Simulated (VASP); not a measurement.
## Pb: single point with PBE

Pb, a sheet with vacuum:

```
CELL_PARAMETERS angstrom
5.16328 0.00000 0.00000
-2.58164 4.47153 0.00000
0.00000 0.00000 23.80000
ATOMIC_POSITIONS crystal
Pb 0.66667 0.33333 0.29412
Pb 0.33333 0.66667 0.29412
```

| Property | Result |
| --- | --- |
| Program | VASP 6.6.1 |
| Task | single point |
| Functional | PBE |
| Potentials or basis | VASP PAW PBE potentials, release 64 (Pb_d) |
| Cutoff | 520 eV |
| k mesh | 12 × 12 × 1 |
| Occupations | gaussian, width 0.1 eV |
| Spin | no spin polarisation |
| Dipole correction | yes |
| Further INCAR settings | ALGO = Normal; EDIFF = 1e-06; NBANDS = 21 |

```json
{
 "Band gap on the k mesh": "zero (band 14 reaches -2.44 eV, above the bottom of band 15 at -3.72 eV)"
}
```

Levels at points of the mesh, in eV from the Fermi level:
| k point | band 10 | band 11 | band 12 | band 13 | band 14 | band 15 | band 16 | band 17 | band 18 | band 19 |
| --- | --- | --- | --- | --- | --- | --- | --- | --- | --- | --- |
| (0.00, 0.00, 0.00) | -16.73 | -10.21 | -4.90 | -1.30 | -0.67 | -0.67 | 3.06 | 3.06 | 3.20 | 3.75 |
| (0.50, 0.00, 0.00) | -16.63 | -9.02 | -7.65 | -1.72 | -0.03 | 0.01 | 1.24 | 4.97 | 5.29 | 5.39 |

Run time: 7.4 min on 1 thread of Intel(R) Xeon(R) Platinum 8259CL CPU @ 2.50GHz (Skylake/Cascade Lake) (shared host), peak memory 0.68 GiB.

Caveat: spin-orbit coupling is left out, which moves the levels of the heavy elements.
